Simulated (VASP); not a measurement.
A run of VASP 6.6.1:

The input INCAR:

```
SYSTEM = SiNi3
PREC = Accurate
ENCUT = 600
EDIFF = 1E-7
ISMEAR = 0
SIGMA = 0.1
LREAL = .FALSE.
LASPH = .TRUE.
NELM = 80
ALGO = Normal
ISIF = 3
LWAVE = .FALSE.
LCHARG = .FALSE.
GGA = PS
IBRION = 2
NSW = 100
EDIFFG = -0.005
```

File KPOINTS:

```
regular mesh
0
G
  12 12 12
  0 0 0
```

File POSCAR:

```
SiNi3
1.0
    3.4613761427      0.0000000000      0.0000000000
    0.0000000000      3.4613761427      0.0000000000
    0.0000000000      0.0000000000      3.4613761427
Si Ni
1 3
Direct
    0.0000000000      0.0000000000      0.0000000000
    0.0000000000      0.5000000000      0.5000000000
    0.5000000000      0.0000000000      0.5000000000
    0.5000000000      0.5000000000      0.0000000000
```

Potentials or basis: VASP PAW PBE potentials, release 64 (Si, Ni).

Run with:

```sh
$ cat potpaw_PBE.64/Si/POTCAR potpaw_PBE.64/Ni/POTCAR > POTCAR
$ mpirun -np 1 vasp_std > vasp.out
```

Hardware: 1 thread of Intel(R) Xeon(R) Platinum 8259CL CPU @ 2.50GHz (Skylake/Cascade Lake) (shared host).

**Question.** Estimate the wall time of this run.

**Answer.** Wall time 78 s on 1 thread of Intel(R) Xeon(R) Platinum 8259CL CPU @ 2.50GHz (Skylake/Cascade Lake) (shared host), peak memory 0.21 GiB. Counts: scf iterations 16, k points 84, ion steps 1.
